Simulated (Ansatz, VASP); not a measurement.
K16Na in VASP and in Ansatz

```xyz
17
Lattice="10.4600 0.0000 0.0000 0.0000 10.4600 0.0000 0.0000 0.0000 10.4600" Properties=species:S:1:pos:R:3 pbc="T T T"
K    -0.1922    0.1120    0.0002
K     5.0131   -0.4550    0.0003
K    -0.1939    5.1162    0.0002
K     0.1874   -0.0158    5.2311
K     2.8086    2.6144    2.4917
K     5.0263    5.6674    0.0002
K     5.1878   -0.0614    5.2296
K     8.0539    2.6172    3.0353
K     0.1861    5.2460    5.2311
K     2.4211    7.8413    2.6466
K     2.8095    2.6144    7.9693
K     5.1882    5.2927    5.2296
K     7.8904    7.8474    2.6879
K     8.0517    2.6173    7.4282
K     2.4217    7.8413    7.8139
K     7.8901    7.8474    7.7724
Na    6.4867    2.5983    0.0035
```

Alike in both runs: functional r2SCAN; k mesh 1 × 1 × 1; occupations fermi-dirac, width 0.15 eV; no spin polarisation.

Ansatz relaxed the structure, and its values are those at the end. VASP's run is a single point on that final structure, the one shown.

|  | VASP | Ansatz |
| --- | --- | --- |
| version | VASP 6.6.1 | Ansatz 0.2.0 |
| potentials or method | VASP PAW PBE potentials, release 64 (K_sv, Na_pv), cutoff 520 eV | scalar-relativistic, plane waves, PAW |
| valence electrons in the cell | 151 | 153 |

```tsv
	VASP	Ansatz	Ansatz less VASP
rms of the force components (eV/Å)	0.020	0.020	-0.0001
```

VASP's potentials were made for PBE, not for r2SCAN. VASP's potentials hold 151 valence electrons a cell and Ansatz's 153, so a difference there can come from the potentials and not from the codes.
